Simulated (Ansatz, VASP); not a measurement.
## One calculation of Os, two programs

Contents of INCAR:

```
ALGO = Normal ; EDIFF = 1E-6
ENCUT = 600 ; GGA = PE
GGA_COMPAT = F ; ISIF = 2
ISMEAR = 0 ; LASPH = T
LCHARG = F ; LREAL = F
LWAVE = F ; NBANDS = 15
NELM = 120 ; PREC = Accurate
SIGMA = 0.1
```

Contents of KPOINTS:

```
k-points
0
Gamma
  9 9 4
```

Contents of POSCAR:

```
Os
1.0
    2.7400013676      0.0000000000      0.0000000000
   -1.3700006838      2.3729107908      0.0000000000
    0.0000000000      0.0000000000      4.3264621595
Os
2
Direct
    0.3333333333      0.6666666667      0.7500000000
    0.6666666667      0.3333333333      0.2500000000
```

Input for Ansatz:

```yaml
crystal:
  lattice:
    - [2.7400013676, 0.0, 0.0]
    - [-1.3700006838, 2.3729107908, 0.0]
    - [0.0, 0.0, 4.3264621595]
  atoms:
    - { symbol: Os, position: [0.3333333333, 0.6666666667, 0.75] }
    - { symbol: Os, position: [0.6666666667, 0.3333333333, 0.25] }
basis:
  ecutwfc: 420
kpoints:
  mp_grid: { grid: [9, 9, 4] }
hamiltonian:
  xc: pbe
scf:
  occupations: { method: gaussian, width: 0.1 }
output:
  forces: true
  stress: true
  eigenvalues: true
```

Alike in both runs: task single point; functional PBE; k mesh 9 × 9 × 4; occupations gaussian, width 0.1 eV; no spin polarisation.

|  | VASP | Ansatz |
| --- | --- | --- |
| version | VASP 6.6.1 | Ansatz 0.2.0 |
| potentials or method | VASP PAW PBE potentials, release 64 (Os), cutoff 600 eV | scalar-relativistic, plane waves, PAW |
| valence electrons in the cell | 16 | 32 |

```tsv
	VASP	Ansatz	Ansatz less VASP
gap on the k mesh at the Fermi level (eV)	none	none	-
pressure (GPa)	6.2	6.1	-0.03
traceless stress, the component that is largest in VASP (GPa)	-0.05	0.04	+0.092
```

A gap of «none» marks a metal or a gap that the smearing closes. With one functional, cell and mesh, what is left measures potentials, basis and numerics. VASP's potentials hold 16 valence electrons a cell and Ansatz's 32, so a difference there can come from the potentials and not from the codes.

The k mesh is coarse, so the values compare programs but aren't converged. Spin-orbit coupling is off throughout.
